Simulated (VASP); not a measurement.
Here is a VASP 6.6.1 calculation.

The input INCAR:

```
ALGO = Fast
EDIFF = 1E-7
ENCUT = 520
GGA = PE
ISIF = 2
ISMEAR = 0
LASPH = True
LCHARG = False
LREAL = False
LWAVE = False
NBANDS = 11
NELM = 100
PREC = Accurate
SIGMA = 0.15
```

The input KPOINTS:

```
k-points
0
Gamma
  20 20 20
```

POSCAR

```
Pd
1.0
    0.0607781250      1.9449000000      1.9449000000
    1.9449000000      0.0607781250      1.9449000000
    2.0056781250      2.0056781250      0.0000000000
Pd
1
Direct
    0.0000000000      0.0000000000      0.0000000000
```

Potentials or basis: VASP PAW PBE potentials, release 64 (Pd).

Run with:

```console
$ cat potpaw_PBE.64/Pd/POTCAR > POTCAR
$ mpirun -np 1 vasp_std > vasp.out
```

Question: What does it give for the pressure?

Answer: 8.2 GPa.

Question: Estimate the band gap on the k mesh.

Answer: Zero (bands 5 and 6 overlap by 1.69 eV).

Stress tensor (GPa, compression positive):
```
 8.72 -5.36  0.00
-5.36  8.72  0.00
 0.00  0.00  7.03
```

Caveat: the cell differs from its parent crystal (strain +0.0625 x Voigt [0, 0, 0, 0, 0, 1]); the cell stands under pressure.
